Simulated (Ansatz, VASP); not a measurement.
## GaP: VASP beside Ansatz

```
Ga P
1.0
     0.00000    2.92958    2.70381
     2.70381    0.00000    2.70381
     2.70381    2.92958    0.00000
Ga P
1 1
Direct
  0.00000 0.00000 0.00000
  0.75000 0.75000 0.75000
```

Alike in both runs: task single point; functional PBE; k mesh 10 × 10 × 10; occupations gaussian, width 0.05 eV; no spin polarisation.

|  | VASP | Ansatz |
| --- | --- | --- |
| version | VASP 6.6.1 | Ansatz 0.2.0 |
| potentials or method | VASP PAW PBE potentials, release 64 (Ga_d, P), cutoff 520 eV | scalar-relativistic, plane waves, PAW |
| valence electrons in the cell | 18 | 18 |

Ansatz gave:

* gap on the k mesh at the Fermi level (eV): 1.15
* least direct gap on the mesh (eV): 1.15
* pressure (GPa): -1.9
* traceless stress, the component that is largest in VASP (GPa): -4.38

Task: What did VASP give for the same quantities?

Result: gap on the k mesh at the Fermi level (eV): 1.14; least direct gap on the mesh (eV): 1.14; pressure (GPa): -2.0; traceless stress, the component that is largest in VASP (GPa): -4.38.
